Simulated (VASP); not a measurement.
Si2Ni:

```
Si Ni
1.0
     0.00000    2.69316    2.69316
     2.69316    0.00000    2.69316
     2.69316    2.69316    0.00000
Si Ni
2 1
Direct
  0.25000 0.25000 0.25000
  0.75000 0.75000 0.75000
  0.00000 0.00000 0.00000
```

```yaml
Program: VASP 6.6.1
Task: relaxation of cell and atoms
Functional: PBE
Potentials_or_basis: VASP PAW PBE potentials, release 64 (Si, Ni)
Cutoff: 600 eV
k_mesh: 6 × 6 × 6
Occupations: gaussian, width 0.1 eV
Spin: no spin polarisation
```

At the start: pressure 5.7 GPa; volume 13.02 Å³/atom.

Q: How do energy, volume and symmetry change on relaxing?

A: Over 3 steps the energy falls by 8.0 meV/atom and the volume is 13.49 Å³/atom (+3.6 %); space group Fm-3m (No. 225, to 0.05 Å).

Step by step:
| step | energy change (eV) | largest force (eV/Å) | pressure (GPa) | volume (Å³) |
| --- | --- | --- | --- | --- |
| 1 | 0.0000 | 0.0000 | 5.68 | 39.07 |
| 2 | -0.0068 | 0.0000 | -4.23 | 41.74 |
| 3 | -0.0241 | 0.0000 | -0.01 | 40.48 |

Final structure:
```yaml
crystal:
  lattice:
    - [0.00000, 2.72515, 2.72515]
    - [2.72515, 0.00000, 2.72515]
    - [2.72515, 2.72515, 0.00000]
  atoms:
    - { symbol: Si, position: [0.25000, 0.25000, 0.25000] }
    - { symbol: Si, position: [0.75000, 0.75000, 0.75000] }
    - { symbol: Ni, position: [0.00000, 0.00000, 0.00000] }
```
